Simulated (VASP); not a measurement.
# CuO: single point with PBE+U

CuO:

```xyz
2
Lattice="0.0000 2.0679 2.0679 2.0679 0.0000 2.0679 2.0679 2.0679 0.0000" Properties=species:S:1:pos:R:3 pbc="T T T"
Cu    0.0000    0.0000    0.0000
O     2.0679    2.0679    2.0679
```

| Property | Result |
| --- | --- |
| Program | VASP 6.6.1 |
| Task | single point |
| Functional | PBE |
| Potentials or basis | VASP PAW PBE potentials, release 64 (Cu, O) |
| Cutoff | 600 eV |
| k mesh | 10 × 10 × 10 |
| Occupations | fermi-dirac, width 0.1 eV |
| Spin | collinear spin |
| Starting moments | [1.0, 0.0] μB |
| Hubbard terms | Cu d U = 6.39 eV |
| Dipole correction | no |
| Further INCAR settings | ALGO = Normal; EDIFF = 1e-06; NBANDS = 20 |

```yaml
Pressure: 10.7 GPa
Band_gap_on_the_k_mesh: zero (filled and empty bands overlap)
Net_moment: 0.98 μB per cell
Site_moments: Cu +0.57; O +0.38 μB
Valence_electrons_inside_the_program's_atomic_spheres: Cu 9.97; O 4.96
```

Levels at points of the mesh, in eV from the Fermi level:
Spin up:
```csv
k point,band 6,band 7,band 8,band 9,band 10,band 11,band 12,band 13
"(0.00, 0.00, 0.00)",-4.46,-2.30,-2.30,-2.30,2.49,18.67,18.67,18.67
"(0.50, 0.00, 0.00)",-3.87,-2.95,-0.16,-0.16,6.63,10.76,15.00,15.00
"(0.50, 0.50, 0.00)",-3.63,-3.63,-3.63,-3.63,6.84,11.64,12.02,17.67
```
Spin down:
```tsv
k point	band 6	band 7	band 8	band 9	band 10	band 11
(0.00, 0.00, 0.00)	-2.01	-1.60	-1.60	-1.60	2.75	18.78
(0.50, 0.00, 0.00)	-3.17	-2.51	1.56	1.56	6.74	11.25
(0.50, 0.50, 0.00)	-3.02	-3.02	-1.66	-1.04	6.98	12.05
```

Eigenvalues of the final occupation matrices:
```csv
site,spin,trace,eigenvalues
site 1 d,1,4.95,0.98 0.98 0.98 1.01 1.01
site 1 d,2,4.38,0.73 0.73 0.97 0.97 0.97
```

Run time: 52 s on 1 thread of Intel Xeon 8259CL (shared host), peak memory 0.17 GiB.

Caveat: the cell stands under pressure; a cell with one magnetic atom can't hold antiferromagnetic order, which such compounds often take.
